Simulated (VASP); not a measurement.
# TiPt3 (Pm-3m) in VASP: a series of runs

TiPt3 is run at these levels: PBEsol; tasks: single point.

All numbers are computed with VASP 6.6.1; they aren't measurements. Logs are shortened: lines on timing, memory, paths and dates and some standing lists are left out, and cuts for length are marked.

## Step 1: The cell of the first run

It takes space group Pm-3m (No. 221, cubic). The conventional cell has a = 3.737 Å, b = 3.737 Å, c = 3.737 Å, α = 90.00°, β = 90.00°, γ = 90.00°. Ti (site symmetry m-3m) has 12 Pt at 2.64 Å within 3.5 Å. Within 3.5 Å of Pt (site symmetry 4/mmm) lie 4 Ti at 2.64 Å and 8 Pt at 2.64 Å.

## Step 2: Single point, PBEsol (13.04 Å³/atom)

INCAR

```
SYSTEM = TiPt3
ALGO     = Fast           ! electronic algorithm
EDIFF    = 1E-6           ! SCF threshold, eV
ENCUT    = 520            ! plane-wave cutoff, eV
GGA      = PS             ! functional
ISIF     = 2              ! what is computed and relaxed
ISMEAR   = 0              ! smearing method
LASPH    = .TRUE.         ! aspherical terms in the spheres
LCHARG   = .FALSE.        ! write CHGCAR
LREAL    = .FALSE.        ! projectors in reciprocal space
LWAVE    = .FALSE.        ! write WAVECAR
NBANDS   = 29             ! bands
NELM     = 100            ! most SCF steps
PREC     = Accurate       ! precision mode
SIGMA    = 0.1            ! smearing width, eV
```

KPOINTS

```
k-points
0
G
  12 12 12
  0 0 0
```

POSCAR

```
TiPt3
1.0
    3.7366881737      0.0000000000      0.0000000000
    0.0000000000      3.7366881737      0.0000000000
    0.0000000000      0.0000000000      3.7366881737
Ti Pt
1 3
Direct
    0.0000000000      0.0000000000      0.0000000000
    0.0000000000      0.5000000000      0.5000000000
    0.5000000000      0.0000000000      0.5000000000
    0.5000000000      0.5000000000      0.0000000000
```

Potentials or basis: VASP PAW PBE potentials, release 64 (Ti_sv, Pt).

Run with:

```console
> cat potpaw_PBE.64/Ti_sv/POTCAR potpaw_PBE.64/Pt/POTCAR > POTCAR
> mpirun -np 1 vasp_std > vasp.out
```

OUTCAR:

```text
SYSTEM = TiPt3
   EDIFF = 1E-6
   ENCUT = 520
   GGA = PS
   ISIF = 2
   ISMEAR = 0
   LASPH = .TRUE.
   LREAL = .FALSE.
   NELM = 100
   PREC = Accurate

 ion  position               nearest neighbor table
   1  0.000  0.000  0.000-   2 2.64   3 2.64   4 2.64   2 2.64   3 2.64   2 2.64   4 2.64   2 2.64
                             3 2.64   4 2.64   3 2.64   4 2.64
   2  0.000  0.500  0.500-   1 2.64   3 2.64   4 2.64   1 2.64   4 2.64   1 2.64   3 2.64   1 2.64
                             3 2.64   4 2.64   4 2.64   3 2.64
   3  0.500  0.000  0.500-   1 2.64   2 2.64   4 2.64   1 2.64   4 2.64   2 2.64   4 2.64   4 2.64
                             1 2.64   2 2.64   1 2.64   2 2.64
   4  0.500  0.500  0.000-   1 2.64   2 2.64   3 2.64   2 2.64   3 2.64   1 2.64   3 2.64   3 2.64
                             1 2.64   2 2.64   2 2.64   1 2.64

  LATTYP: Found a simple cubic cell.
 ALAT       =     3.7366881737

  Lattice vectors:

 A1 = (   3.7366881737,   0.0000000000,   0.0000000000)
 A2 = (   0.0000000000,   3.7366881737,   0.0000000000)
 A3 = (   0.0000000000,   0.0000000000,   3.7366881737)

Analysis of symmetry for initial positions (statically):
=====================================================================
 Subroutine PRICEL returns:
 Original cell was already a primitive cell.

 Routine SETGRP: Setting up the symmetry group for a
 simple cubic supercell.

 Subroutine GETGRP returns: Found 48 space group operations
 (whereof 48 operations were pure point group operations)
 out of a pool of 48 trial point group operations.

The static configuration has the point symmetry O_h .

Analysis of symmetry for dynamics (positions and initial velocities):
=====================================================================
 Subroutine PRICEL returns:
 Original cell was already a primitive cell.

 Routine SETGRP: Setting up the symmetry group for a
 simple cubic supercell.

 Subroutine GETGRP returns: Found 48 space group operations
 (whereof 48 operations were pure point group operations)
 out of a pool of 48 trial point group operations.

The dynamic configuration has the point symmetry O_h .

 Subroutine INISYM returns: Found 48 space group operations
 (whereof 48 operations are pure point group operations),
 and found     1 'primitive' translations

----------------------------------------------------------------------------------------

                                     Primitive cell

[... 95 lines left out ...]
   LREAL  =      F    real-space projection
   EDIFFG = 0.1E-04   stopping-criterion for IOM
   NSW    =      0    number of steps for IOM
   IBRION =     -1    ionic relax: 0-MD 1-quasi-New 2-CG
   NFREE  =      0    steps in history (QN), initial steepest desc. (CG)
   ISIF   =      2    stress and relaxation
   ISYM   =      2    0-nonsym 1-usesym 2-fastsym
   POTIM  = 0.5000    time-step for ionic-motion
   TEBEG  =    0.0;   TEEND  =   0.0 temperature during run
   PSTRESS=    0.0 pullay stress
   NELECT =      42.0000    total number of electrons
   NUPDOWN=      -1.0000    fix difference up-down
   EMIN   =  10.00;   EMAX   =-10.00  energy-range for DOS
   EFERMI =   0.00;   METHOD = LEGACY
   ISMEAR =     0;   SIGMA  =   0.10  broadening in eV -4-tet -1-fermi 0-gaus
   EFERMI_NEDOS =   21; number of points for ismear=-14 and -15
   IALGO  =     68    algorithm
   IMIX   =      4    mixing-type and parameters
     AMIX     =   0.40;   BMIX     =  1.00
     AMIX_MAG =   1.60;   BMIX_MAG =  1.00
  volume/ion in A,a.u.               =      13.04        88.02
  Fermi-wavevector in a.u.,A,eV,Ry     =   1.522899  2.877862 31.554918  2.319221
  Thomas-Fermi vector in A             =   2.631416
   LORBIT       =      0    0 simple, 1 ext, 2 COOP (PROOUT), +10 PAW based schemes
   GGA     = PS    functional components
   LHFCALC =     F    Hartree Fock is set to
   AEXX    =    0.0000 exact exchange contribution
   IVDW    =     0    specifies the selected vdW correction
   LEPSILON=     F    determine dielectric tensor
   LRPA    =     F    only Hartree local field effects (RPA)
 non-spin polarized calculation
 RMM-DIIS sequential band-by-band and
 Gauss-broadening in eV      SIGMA  =   0.10
  energy-cutoff  :      520.00
  volume of cell :       52.17
 maximum number of plane-waves:      1422
 NGX is ok and might be reduce to    28
   NGX = 13   NGY = 13   NGZ = 13

 number of electron      42.0000004 magnetization

 Free energy of the ion-electron system (eV)
  ---------------------------------------------------
  ext. energy  EPLUGINS =         0.00000000
  ---------------------------------------------------
  free energy    TOTEN  =       -31.85323757 eV

  energy without entropy =      -31.84837046  energy(sigma->0) =      -31.85080401

 E-fermi :  14.1343     XC(G=0): -14.1640

 val. band max:       14.1064904334   @ k =   0.1667   0.0833   0.0000
 cond. band min:      14.1520957549   @ k =   0.0833   0.0833   0.0833
 fundamental gap:      0.0456053215
 Fermi energy:        14.1343426792

 k-point     1 :       0.0000    0.0000    0.0000
  band No.  band energies     occupation
      1     -43.6631      2.00000
      2     -20.0374      2.00000
      3     -20.0374      2.00000
      4     -20.0374      2.00000
      5       2.5340      2.00000
      6       5.2268      2.00000
[... 757 lines left out ...]
     28      19.0317      0.00000
     29      24.7676      0.00000

 [... further k-points ...]

------------------------ aborting loop because EDIFF is reached ----------------------------------------

  FORCE on cell =-STRESS in cart. coord.  units (eV):
  Direction    XX          YY          ZZ          XY          YZ          ZX
  --------------------------------------------------------------------------------------
  -------------------------------------------------------------------------------------
  Total       15.1415012     15.1415012     15.1415012      0.0000000      0.0000000     -0.0000000
  in kB      464.9635879    464.9635879    464.9635879      0.0000000      0.0000000     -0.0000000
  external PRESSURE =     464.9635879 kB  Pullay stress =       0.0000000 kB

 VOLUME and BASIS-vectors are now :
 -----------------------------------------------------------------------------
  energy-cutoff  :      520.00
  volume of cell :       52.17
      direct lattice vectors                 reciprocal lattice vectors
     3.736688174  0.000000000  0.000000000     0.267616658  0.000000000  0.000000000
     0.000000000  3.736688174  0.000000000     0.000000000  0.267616658  0.000000000
     0.000000000  0.000000000  3.736688174     0.000000000  0.000000000  0.267616658

 POSITION                                       TOTAL-FORCE (eV/Angst)
 -----------------------------------------------------------------------------------
      0.00000      0.00000      0.00000         0.000000      0.000000      0.000000
      0.00000      1.86834      1.86834         0.000000      0.000000      0.000000
      1.86834      0.00000      1.86834         0.000000      0.000000      0.000000
      1.86834      1.86834      0.00000         0.000000      0.000000      0.000000
 -----------------------------------------------------------------------------------
    total drift:                               -0.000000      0.000000      0.000000

  FREE ENERGIE OF THE ION-ELECTRON SYSTEM (eV)
  ---------------------------------------------------
  free  energy   TOTEN  =       -31.8532375691 eV

  energy  without entropy=      -31.8483704555  energy(sigma->0) =      -31.85080401
```

stdout:

```text
POSCAR found type information on POSCAR TiPt
 POSCAR found :  2 types and       4 ions
 scaLAPACK will be used
 -----------------------------------------------------------------------------
|                                                                             |
|                                                                             |
|     You enforced a specific xc type in the INCAR file but a different       |
|     I HOPE YOU KNOW WHAT YOU ARE DOING!                                     |
|                                                                             |
 -----------------------------------------------------------------------------

 LDA part: xc-table for (Slater+PW92), standard interpolation
 POSCAR, INCAR and KPOINTS ok, starting setup
 FFT: planning ... GRIDC
 FFT: planning ... GRID_SOFT
 FFT: planning ... GRID
 WAVECAR not read
 entering main loop
WARNING in EDDRMM: call to ZHEGV failed, returncode =   8  4     14
WARNING in EDDRMM: call to ZHEGV failed, returncode =   6  3     16
WARNING in EDDRMM: call to ZHEGV failed, returncode =   6  3     18
WARNING in EDDRMM: call to ZHEGV failed, returncode =   6  3      9
WARNING in EDDRMM: call to ZHEGV failed, returncode =   8  4      5
WARNING in EDDRMM: call to ZHEGV failed, returncode =   6  3     19
WARNING in EDDRMM: call to ZHEGV failed, returncode =   6  3     26
WARNING in EDDRMM: call to ZHEGV failed, returncode =   6  3     27
WARNING in EDDRMM: call to ZHEGV failed, returncode =   8  4      6
WARNING in EDDRMM: call to ZHEGV failed, returncode =   6  3     17
```

It took 7.3 min on 1 thread of Intel Xeon 8259CL, shared host; peak memory 0.24 GiB.

Results:

```yaml
Free_energy: -31.8532 eV
Pressure: 46.5 GPa
Band_gap_on_the_k_mesh: zero (bands 21 and 22 overlap by 1.96 eV)
```

Caveat: the cell stands under pressure; the PAW data sets were made with another functional, which shifts forces and pressure a little; spin-orbit coupling is left out, which moves the levels of the heavy elements.

## Step 3: Single point, PBEsol (13.49 Å³/atom)

This run uses another cell than the first one, of 13.49 Å³/atom.

INCAR

```
SYSTEM = TiPt3
PREC = Accurate
ENCUT = 520
EDIFF = 1E-6
ISMEAR = 0
SIGMA = 0.1
LREAL = .False.
LASPH = .True.
NELM = 100
ALGO = Fast
ISIF = 2
LWAVE = .False.
LCHARG = .False.
GGA = PS
NBANDS = 29
```

KPOINTS

```
Automatic mesh
0
Gamma
  12 12 12
  0 0 0
```

POSCAR

```
TiPt3
1.0
    3.7786769486      0.0000000000      0.0000000000
    0.0000000000      3.7786769486      0.0000000000
    0.0000000000      0.0000000000      3.7786769486
Ti Pt
1 3
Direct
    0.0000000000      0.0000000000      0.0000000000
    0.0000000000      0.5000000000      0.5000000000
    0.5000000000      0.0000000000      0.5000000000
    0.5000000000      0.5000000000      0.0000000000
```

Potentials or basis: VASP PAW PBE potentials, release 64 (Ti_sv, Pt).

Run with:

```console
> cat potpaw_PBE.64/Ti_sv/POTCAR potpaw_PBE.64/Pt/POTCAR > POTCAR
> mpirun -np 1 vasp_std > vasp.out
```

Wall time 6.7 min (1 thread of Intel Xeon 8259CL, shared host); peak memory 0.24 GiB.

The run converged. Its results:

```
Free energy            : -32.2852 eV
Pressure               : 31.5 GPa
Band gap on the k mesh : zero (bands 21 and 22 overlap by 1.96 eV)
```

Levels at points of the mesh, in eV from the Fermi level:
| k point | band 17 | band 18 | band 19 | band 20 | band 21 | band 22 | band 23 | band 24 | band 25 | band 26 |
| --- | --- | --- | --- | --- | --- | --- | --- | --- | --- | --- |
| (0.00, 0.00, 0.00) | -0.49 | 0.16 | 0.16 | 0.16 | 1.54 | 1.54 | 1.54 | 1.63 | 1.63 | 2.37 |
| (0.50, 0.00, 0.00) | -3.02 | -3.02 | -2.96 | -1.50 | -0.28 | -0.28 | 0.16 | 0.45 | 0.88 | 2.34 |
| (0.50, 0.50, 0.00) | -3.57 | -3.57 | -2.89 | -2.58 | -2.57 | 0.20 | 0.20 | 0.34 | 1.79 | 1.79 |
| (0.50, 0.50, 0.50) | -1.41 | -0.90 | -0.90 | -0.90 | -0.42 | -0.42 | -0.42 | 1.43 | 1.43 | 1.43 |

Caveat: the cell stands under pressure; the PAW data sets were made with another functional, which shifts forces and pressure a little; spin-orbit coupling is left out, which moves the levels of the heavy elements.

## Step 4: Single point, PBEsol (14.38 Å³/atom)

This run uses another cell than the first one, of 14.38 Å³/atom.

INCAR

```
PREC = Accurate
ENCUT = 520
EDIFF = 1E-6
ISMEAR = 0
SIGMA = 0.1
LREAL = F
LASPH = T
NELM = 60
ALGO = Fast
ISIF = 2
LWAVE = F
LCHARG = F
GGA = PS
NBANDS = 29
```

KPOINTS

```
regular mesh
0
Gamma
  12 12 12
```

POSCAR

```
TiPt3
1.0
    3.8599636208      0.0000000000      0.0000000000
    0.0000000000      3.8599636208      0.0000000000
    0.0000000000      0.0000000000      3.8599636208
Ti Pt
1 3
Direct
    0.0000000000      0.0000000000      0.0000000000
    0.0000000000      0.5000000000      0.5000000000
    0.5000000000      0.0000000000      0.5000000000
    0.5000000000      0.5000000000      0.0000000000
```

Potentials or basis: VASP PAW PBE potentials, release 64 (Ti_sv, Pt).

Run with:

```console
> cat potpaw_PBE.64/Ti_sv/POTCAR potpaw_PBE.64/Pt/POTCAR > POTCAR
> mpirun -np 1 vasp_std > vasp.out
```

OUTCAR:

```text
PREC = Accurate
   ENCUT = 520
   EDIFF = 1E-6
   ISMEAR = 0
   LREAL = F
   LASPH = T
   NELM = 60
   ISIF = 2
   GGA = PS

 ion  position               nearest neighbor table
   1  0.000  0.000  0.000-   2 2.73   3 2.73   4 2.73   2 2.73   3 2.73   2 2.73   4 2.73   2 2.73
                             3 2.73   4 2.73   3 2.73   4 2.73
   2  0.000  0.500  0.500-   1 2.73   3 2.73   4 2.73   1 2.73   4 2.73   1 2.73   3 2.73   1 2.73
                             3 2.73   4 2.73   4 2.73   3 2.73
   3  0.500  0.000  0.500-   1 2.73   2 2.73   4 2.73   1 2.73   4 2.73   2 2.73   4 2.73   4 2.73
                             1 2.73   2 2.73   1 2.73   2 2.73
   4  0.500  0.500  0.000-   1 2.73   2 2.73   3 2.73   2 2.73   3 2.73   1 2.73   3 2.73   3 2.73
                             1 2.73   2 2.73   2 2.73   1 2.73

  LATTYP: Found a simple cubic cell.
 ALAT       =     3.8599636208

  Lattice vectors:

 A1 = (   3.8599636208,   0.0000000000,   0.0000000000)
 A2 = (   0.0000000000,   3.8599636208,   0.0000000000)
 A3 = (   0.0000000000,   0.0000000000,   3.8599636208)

Analysis of symmetry for initial positions (statically):
=====================================================================
 Subroutine PRICEL returns:
 Original cell was already a primitive cell.
[... 180 lines left out ...]
 fundamental gap:      0.0314439748
 Fermi energy:        12.2133235148

 k-point     1 :       0.0000    0.0000    0.0000
  band No.  band energies     occupation
      1     -45.6895      2.00000
      2     -22.0203      2.00000
      3     -22.0203      2.00000
      4     -22.0203      2.00000
      5       1.6558      2.00000
      6       4.4654      2.00000
[... 757 lines left out ...]
     28      16.6095      0.00000
     29      22.0191      0.00000

 [... further k-points ...]

------------------------ aborting loop because EDIFF is reached ----------------------------------------

  FORCE on cell =-STRESS in cart. coord.  units (eV):
  Direction    XX          YY          ZZ          XY          YZ          ZX
  --------------------------------------------------------------------------------------
  -------------------------------------------------------------------------------------
  Total        3.0340950      3.0340950      3.0340950      0.0000000     -0.0000000      0.0000000
  in kB       84.5259624     84.5259624     84.5259624      0.0000000     -0.0000000      0.0000000
  external PRESSURE =      84.5259624 kB  Pullay stress =       0.0000000 kB

 VOLUME and BASIS-vectors are now :
 -----------------------------------------------------------------------------
  energy-cutoff  :      520.00
  volume of cell :       57.51
      direct lattice vectors                 reciprocal lattice vectors
     3.859963621  0.000000000  0.000000000     0.259069799  0.000000000  0.000000000
     0.000000000  3.859963621  0.000000000     0.000000000  0.259069799  0.000000000
     0.000000000  0.000000000  3.859963621     0.000000000  0.000000000  0.259069799

 POSITION                                       TOTAL-FORCE (eV/Angst)
 -----------------------------------------------------------------------------------
      0.00000      0.00000      0.00000         0.000000      0.000000      0.000000
      0.00000      1.92998      1.92998         0.000000      0.000000      0.000000
      1.92998      0.00000      1.92998         0.000000      0.000000      0.000000
      1.92998      1.92998      0.00000         0.000000      0.000000      0.000000
 -----------------------------------------------------------------------------------
    total drift:                                0.000000      0.000000     -0.000000

  FREE ENERGIE OF THE ION-ELECTRON SYSTEM (eV)
  ---------------------------------------------------
  free  energy   TOTEN  =       -32.7164766290 eV

  energy  without entropy=      -32.7117879249  energy(sigma->0) =      -32.71413228
```

Run time: 8.8 min. Hardware: 1 thread of Intel Xeon 8259CL, shared host; peak memory 0.26 GiB.

What came out:

- Free energy: -32.7165 eV
- Pressure: 8.5 GPa
- Band gap on the k mesh: zero (bands 21 and 22 overlap by 1.91 eV)

Levels at points of the mesh, in eV from the Fermi level:
| k point | band 17 | band 18 | band 19 | band 20 | band 21 | band 22 | band 23 | band 24 | band 25 | band 26 |
| --- | --- | --- | --- | --- | --- | --- | --- | --- | --- | --- |
| (0.00, 0.00, 0.00) | -0.50 | 0.09 | 0.09 | 0.09 | 1.48 | 1.48 | 1.55 | 1.55 | 1.55 | 2.16 |
| (0.50, 0.00, 0.00) | -2.77 | -2.77 | -2.71 | -1.40 | -0.22 | -0.22 | 0.10 | 0.46 | 0.81 | 2.12 |
| (0.50, 0.50, 0.00) | -3.25 | -3.25 | -2.60 | -2.37 | -2.35 | 0.22 | 0.22 | 0.37 | 1.59 | 1.59 |
| (0.50, 0.50, 0.50) | -1.14 | -0.78 | -0.78 | -0.78 | -0.43 | -0.43 | -0.43 | 1.29 | 1.29 | 1.29 |

Caveat: the cell stands under pressure; the PAW data sets were made with another functional, which shifts forces and pressure a little; spin-orbit coupling is left out, which moves the levels of the heavy elements.

## Step 5: Single point, PBEsol (15.27 Å³/atom)

This run uses another cell than the first one, of 15.27 Å³/atom.

INCAR

```
  PREC = Accurate
  ENCUT = 520
  EDIFF = 1E-6
  ISMEAR = 0
  SIGMA = 0.1
  LREAL = False
  LASPH = True
  NELM = 80
  ALGO = Fast
  ISIF = 2
  LWAVE = False
  LCHARG = False
  GGA = PS
  NBANDS = 29
```

KPOINTS

```
Automatic mesh
0
Gamma
  12 12 12
```

POSCAR

```
TiPt3
1.0
    3.9379636988      0.0000000000      0.0000000000
    0.0000000000      3.9379636988      0.0000000000
    0.0000000000      0.0000000000      3.9379636988
Ti Pt
1 3
Direct
    0.0000000000      0.0000000000      0.0000000000
    0.0000000000      0.5000000000      0.5000000000
    0.5000000000      0.0000000000      0.5000000000
    0.5000000000      0.5000000000      0.0000000000
```

Run with:

```console
> cat potpaw_PBE.64/Ti_sv/POTCAR potpaw_PBE.64/Pt/POTCAR > POTCAR
> mpirun -np 1 vasp_std > vasp.out
```

Wall time 8.6 min (1 thread of Intel Xeon 8259CL, shared host); peak memory 0.27 GiB.

The run converged. Its results:

| Quantity | Value |
| --- | --- |
| Free energy | -32.7184 eV |
| Pressure | -7.6 GPa |
| Band gap on the k mesh | zero (bands 21 and 22 overlap by 1.78 eV) |

Levels at points of the mesh, in eV from the Fermi level:
```tsv
k point	band 19	band 20	band 21	band 22	band 23	band 24
(0.00, 0.00, 0.00)	0.04	0.04	1.35	1.35	1.57	1.57
(0.50, 0.00, 0.00)	-2.49	-1.31	-0.17	-0.17	0.04	0.46
(0.50, 0.50, 0.00)	-2.35	-2.20	-2.15	0.23	0.23	0.37
(0.50, 0.50, 0.50)	-0.65	-0.65	-0.43	-0.43	-0.43	1.17
```

Caveat: the cell stands under tension; the PAW data sets were made with another functional, which shifts forces and pressure a little; spin-orbit coupling is left out, which moves the levels of the heavy elements.

## Step 6: Overview

| cell | gap on the mesh (eV) | pressure (GPa) |
| --- | --- | --- |
| a = 3.737 Å, 4 atoms | none | 46.5 |
| a = 3.779 Å, 4 atoms | none | 31.5 |
| a = 3.860 Å, 4 atoms | none | 8.5 |
| a = 3.938 Å, 4 atoms | none | -7.6 |

Alike in all rows: task single point; level PBEsol; potentials or basis VASP PAW PBE potentials, release 64 (Ti_sv, Pt); no spin polarisation; k mesh 12 × 12 × 12; cutoff (eV) 520; smearing gaussian 0.1 eV.

Caveats: the PAW data sets were made with another functional, which shifts forces and pressure a little; spin-orbit coupling is left out, which moves the levels of the heavy elements; the cell stands under pressure (at least some runs); the cell stands under tension (at least some runs).

Absolute energies hang on the potentials; compare differences alone.

The gap in the log of VASP goes by the Fermi energy; the results here count the filled bands.